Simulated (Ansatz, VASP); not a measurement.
Br: VASP beside Ansatz

Contents of INCAR:

```
SYSTEM = Br
PREC = Accurate
ENCUT = 520
EDIFF = 1E-6
ISMEAR = 0
SIGMA = 0.15
LREAL = .False.
LASPH = .True.
NELM = 100
ALGO = Normal
ISIF = 2
LWAVE = .False.
LCHARG = .False.
GGA = PE
IVDW = 12
NBANDS = 18
```

The input KPOINTS:

```
Automatic mesh
0
Gamma
  12 12 12
  0 0 0
```

The input POSCAR:

```
Br
1.0
    3.9923918992      0.0000000000      0.0000000000
    0.0000000000      3.9923918992      0.0000000000
    0.0000000000      0.0000000000      5.6452421454
Br
3
Direct
    0.5000000000      0.0000000000      0.0000000000
    0.0000000000      0.5000000000      0.0000000000
    0.0000000000      0.0000000000      0.5000000000
```

Input for Ansatz:

```yaml
crystal:
  lattice:
    - [3.9923918992, 0.0, 0.0]
    - [0.0, 3.9923918992, 0.0]
    - [0.0, 0.0, 5.6452421454]
  atoms:
    - { symbol: Br, position: [0.5, 0.0, 0.0] }
    - { symbol: Br, position: [0.0, 0.5, 0.0] }
    - { symbol: Br, position: [0.0, 0.0, 0.5] }
basis:
  ecutwfc: 420
kpoints:
  mp_grid: { grid: [12, 12, 12] }
hamiltonian:
  xc: pbe
  dispersion: d3bj
scf:
  occupations: { method: gaussian, width: 0.15 }
output:
  forces: true
  stress: true
  eigenvalues: true
```

Alike in both runs: task single point; functional PBE; dispersion D3(BJ); k mesh 12 × 12 × 12; occupations gaussian, width 0.15 eV; no spin polarisation.

```csv
,VASP,Ansatz
version,VASP 6.6.1,Ansatz 0.2.0
potentials or method,"VASP PAW PBE potentials, release 64 (Br), cutoff 520 eV","scalar-relativistic, plane waves, PAW"
valence electrons in the cell,21,21
```

|  | VASP | Ansatz | Ansatz less VASP |
| --- | --- | --- | --- |
| gap on the k mesh at the Fermi level (eV) | none | none | - |
| pressure (GPa) | 0.9 | 0.9 | 0.00 |
| traceless stress, the component that is largest in VASP (GPa) | 0.83 | 0.84 | +0.008 |

A gap of «none» marks a metal or a gap that the smearing closes.
